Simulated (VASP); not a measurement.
Input of a VASP 6.6.1 run:

The input INCAR:

```
SYSTEM = Eu
  PREC = Accurate
  ENCUT = 520
  EDIFF = 1E-6
  ISMEAR = -1
  SIGMA = 0.08
  LREAL = .False.
  LASPH = .True.
  NELM = 150
  ALGO = Normal
  ISIF = 2
  LWAVE = .False.
  LCHARG = .False.
  ISPIN = 2
  MAGMOM = 7.2 7.2
  LORBIT = 11
  LMAXMIX = 6
  GGA = PE
  NBANDS = 28
```

Contents of KPOINTS:

```
regular mesh
0
Gamma
  8 8 5
  0 0 0
```

File POSCAR:

```
Eu
1.0
    1.9970665100     -3.4797093800      0.0000000000
    1.9970665100      3.4797093800      0.0000000000
    0.0000000000      0.0000000000      6.3407250500
Eu
2
Direct
    0.8368671400      0.1631328600      0.7500000000
    0.1631328600      0.8368671400      0.2500000000
```

Potentials or basis: VASP PAW PBE potentials, release 64 (Eu).

Launch:

```sh
$ cat potpaw_PBE.64/Eu/POTCAR > POTCAR
$ mpirun -np 1 vasp_std > vasp.out
```

(1) Estimate the site moments.

(2) Predict the pressure.

(3) What does it give for the largest force?

Results:

(1) Eu +6.74 μB.

(2) -0.9 GPa.

(3) 0.023 eV/Å.
